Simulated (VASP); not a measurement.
Runs of VASP 6.6.1 on CdSe. Symmetry: F-43m, No. 216, cubic system. Conventional cell: a = 6.136 Å, b = 6.136 Å, c = 6.136 Å, α = 90.00°, β = 90.00°, γ = 90.00°. Cd (site symmetry -43m) has 4 Se at 2.66 Å within 3.5 Å. Within 3.5 Å of Se (site symmetry -43m) lie 4 Cd at 2.66 Å. 

```csv
level,k mesh,smearing,grid for exact exchange (PRECFOCK),screening parameter,gap on the mesh (eV),pressure (GPa)
r2SCAN,6 × 6 × 6,methfessel-paxton 0.2 eV,-,-,1.03,0.2
HSE06,4 × 4 × 4,gaussian 0.01 eV,Normal,0.2079 1/Å,(a),0.5
r2SCAN,6 × 6 × 6,gaussian 0.05 eV,-,-,1.03,0.2
r2SCAN,6 × 6 × 6,gaussian 0.5 eV,-,-,1.03,0.2
```

Alike in all rows: task single point; potentials or basis VASP PAW PBE potentials, release 64 (Cd, Se); no spin polarisation; cell as given; cutoff (eV) 520.

Task: Estimate the missing entries.

Result: (a) 1.50.

Caveats: some runs use coarse meshes; the PAW data sets were made with another functional, which shifts forces and pressure a little.

A k mesh can miss the band edges, and the runs leave out spin-orbit coupling on Cd, Se.
